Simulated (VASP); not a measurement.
Runs of VASP 6.6.1 on MgB2. The structure is that of space group Fd-3m (No. 227), or close to it. The cells are those of the table. 

```tsv
task	cell	k mesh	cutoff (eV)	gap on the mesh (eV)	pressure (GPa)	relaxed volume (Å³/atom)
single point	a = 4.230 Å, angles 60.0°, 6 atoms	6 × 6 × 6	520	none	-0.3	-
relaxation of cell and atoms	relaxed from a = 4.230 Å, angles 60.0°, 6 atoms	12 × 12 × 12	600	none	0.0	(a)
single point	a = 4.234 Å, angles 60.0°, 6 atoms	12 × 12 × 12	520	none	-0.2	-
relaxation of cell and atoms	relaxed from a = 4.497 Å, angles 60.0°, 6 atoms	6 × 6 × 6	600	none	0.0	8.90
```

Alike in all rows: level PBE; potentials or basis VASP PAW PBE potentials, release 64 (Mg, B); no spin polarisation; smearing gaussian 0.1 eV.

**Question.** Estimate the missing entries.

**Answer.** (a) 8.93.

Caveats: the volume moved by over 15 % at a fixed basis, so the end points are rough (some runs).

A gap of «none» marks levels without a gap at the run's occupations.
